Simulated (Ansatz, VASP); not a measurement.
# One calculation of Ti, two programs

File INCAR:

```
ALGO     = Normal         # electronic algorithm
EDIFF    = 1E-6           # SCF threshold, eV
ENCUT    = 500            # plane-wave cutoff, eV
GGA      = PE             # functional
GGA_COMPAT= F            
ISIF     = 2              # what is computed and relaxed
ISMEAR   = 0              # smearing method
LASPH    = T              # aspherical terms in the spheres
LCHARG   = T              # write CHGCAR
LELF     = T              # ELF
LREAL    = F              # projectors in reciprocal space
LVHAR    = T            
LWAVE    = F              # write WAVECAR
NBANDS   = 12             # bands
NELM     = 120            # most SCF steps
PREC     = Accurate       # precision mode
SIGMA    = 0.1            # smearing width, eV
```

Contents of KPOINTS:

```
k-points
0
Gamma
  18 18 18
```

Contents of POSCAR:

```
Ti
1.0
    0.0000000000      2.1223860057      2.1223860057
    2.1223860057      0.0000000000      2.1223860057
    2.1223860057      2.1223860057      0.0000000000
Ti
1
Direct
    0.0000000000      0.0000000000      0.0000000000
```

Input for Ansatz:

```yaml
crystal:
  lattice:
    - [0.0, 2.1223860057, 2.1223860057]
    - [2.1223860057, 0.0, 2.1223860057]
    - [2.1223860057, 2.1223860057, 0.0]
  atoms:
    - { symbol: Ti, position: [0.0, 0.0, 0.0] }
basis:
  ecutwfc: 420
kpoints:
  mp_grid: { grid: [18, 18, 18] }
hamiltonian:
  xc: pbe
scf:
  occupations: { method: gaussian, width: 0.1 }
  convergence: { dr2_threshold: 1.0e-06 }
output:
  forces: true
  eigenvalues: true
  stress: true
```

Alike in both runs: task single point; functional PBE; k mesh 18 × 18 × 18; occupations gaussian, width 0.1 eV; no spin polarisation.

|  | VASP | Ansatz |
| --- | --- | --- |
| version | VASP 6.6.1 | Ansatz 0.2.0 |
| potentials or method | VASP PAW PBE potentials, release 64 (Ti_sv), cutoff 500 eV | scalar-relativistic, plane waves, PAW |
| valence electrons in the cell | 12 | 12 |

Ansatz gave:

* gap on the k mesh at the Fermi level (eV): none
* pressure (GPa): -8.7

Problem. Estimate VASP's values.

Solution. gap on the k mesh at the Fermi level (eV): none; pressure (GPa): -8.8.

A gap of «none» marks a metal or a gap that the smearing closes. Ansatz's warnings: force scf threshold loose, stress scf threshold loose.
